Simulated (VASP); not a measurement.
Set up this calculation in VASP 6.6.1, as the native input.

```yaml
Task: single point
Functional: PBEsol
Potentials_or_basis: VASP PAW PBE potentials, release 64 (B, N)
Cutoff: 600 eV
k_mesh: 10 × 10 × 4
Occupations: gaussian, width 0.01 eV
Spin: no spin polarisation
Dipole_correction: no
Further_INCAR_settings: ALGO = Normal; EDIFF = 1e-06; NBANDS = 16
```

The structure of BN lies in POSCAR:

```
BN
1.0
    2.4966857956      0.0000000000      0.0000000000
   -1.2483428978      2.1621933242      0.0000000000
    0.0000000000      0.0000000000      6.1319494531
B N
2 2
Direct
    0.3333333333      0.6666666667      0.2500000000
    0.6666666667      0.3333333333      0.7500000000
    0.3333333333      0.6666666667      0.7500000000
    0.6666666667      0.3333333333      0.2500000000
```

One way to write it, as run:

INCAR

```
SYSTEM = BN
ALGO = Normal ; EDIFF = 1E-6
ENCUT = 600 ; GGA = PS
GGA_COMPAT = .False. ; ISIF = 2
ISMEAR = 0 ; LASPH = .True.
LCHARG = .False. ; LREAL = .False.
LWAVE = .False. ; NBANDS = 16
NELM = 120 ; PREC = Accurate
SIGMA = 0.01
```

KPOINTS

```
k-points
0
Gamma
  10 10 4
  0 0 0
```

Potentials or basis: VASP PAW PBE potentials, release 64 (B, N).

Launch:

```sh
$ cat potpaw_PBE.64/B/POTCAR potpaw_PBE.64/N/POTCAR > POTCAR
$ mpirun -np 1 vasp_std > vasp.out
```

It gave:

```json
{
  "Pressure": "4.1 GPa",
  "Band gap on the k mesh": "4.01 eV (least direct gap 4.34 eV)"
}
```

Caveat: the cell stands under pressure; the PAW data sets were made with another functional, which shifts forces and pressure a little; this functional lacks dispersion, which binds the layers, so the pressure and a relaxed spacing across them are unreliable.

Wall time 43 s on 1 thread of Intel Xeon 8259CL (shared host), peak memory 0.16 GiB.
